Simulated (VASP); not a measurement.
Input of a VASP 6.6.1 run:

File INCAR:

```
SYSTEM = Ge
PREC     = Accurate       ! precision mode
ENCUT    = 520            ! plane-wave cutoff, eV
EDIFF    = 1E-6           ! SCF threshold, eV
ISMEAR   = -1             ! smearing method
SIGMA    = 0.05           ! smearing width, eV
LREAL    = .False.        ! projectors in reciprocal space
LASPH    = .True.         ! aspherical terms in the spheres
NELM     = 80             ! most SCF steps
ALGO     = Normal         ! electronic algorithm
ISIF     = 2              ! what is computed and relaxed
LWAVE    = .False.        ! write WAVECAR
LCHARG   = .False.        ! write CHGCAR
GGA      = PS             ! functional
NBANDS   = 28             ! bands
```

The input KPOINTS:

```
Automatic mesh
0
Gamma
  10 10 13
  0 0 0
```

Contents of POSCAR:

```
Ge
1.0
    3.7343886249      0.0000000000      0.0000000000
   -1.8671943125      3.2340754168      0.0000000000
    0.0000000000      0.0000000000      2.2322137232
Ge
3
Direct
    0.0000000000      0.0000000000      0.0000000000
    0.3333333333      0.6666666667      0.5000000000
    0.6666666667      0.3333333333      0.5000000000
```

Potentials or basis: VASP PAW PBE potentials, release 64 (Ge_d).

Command:

```sh
$ cat potpaw_PBE.64/Ge_d/POTCAR > POTCAR
$ mpirun -np 1 vasp_std > vasp.out
```

**Question.** Predict the band gap on the k mesh.

**Answer.** Zero (band 21 reaches 22.36 eV, above the bottom of band 22 at 12.29 eV).

**Question.** Predict the pressure.

**Answer.** 271.6 GPa.

Stress tensor (GPa, compression positive):
```
271.69   0.00   0.00
  0.00 271.69   0.00
  0.00   0.00 271.57
```

Caveat: the PAW data sets were made with another functional, which shifts forces and pressure a little.
